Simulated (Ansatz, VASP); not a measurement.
**One calculation of Rb, two programs**

```
Rb
1.0
    -1.80251    2.89969    2.89969
     2.89969   -1.80251    2.89969
     2.89969    2.89969   -1.80251
Rb
1
Direct
  0.00000 0.00000 0.00000
```

Alike in both runs: task single point; functional PBEsol; k mesh 14 × 14 × 14; occupations gaussian, width 0.15 eV; no spin polarisation.

```csv
,VASP,Ansatz
version,VASP 6.6.1,Ansatz 0.2.0
potentials or method,"VASP PAW PBE potentials, release 64 (Rb_sv), cutoff 520 eV","scalar-relativistic, plane waves, PAW"
valence electrons in the cell,9,9
```

|  | VASP | Ansatz | Ansatz less VASP |
| --- | --- | --- | --- |
| gap on the k mesh at the Fermi level (eV) | none | none | - |
| pressure (GPa) | 0.1 | 0.1 | 0.00 |
| traceless stress, the component that is largest in VASP (GPa) | -0.12 | -0.12 | 0.000 |

VASP's potentials were made for PBE, not for PBEsol. A gap of «none» marks a metal or a gap that the smearing closes.
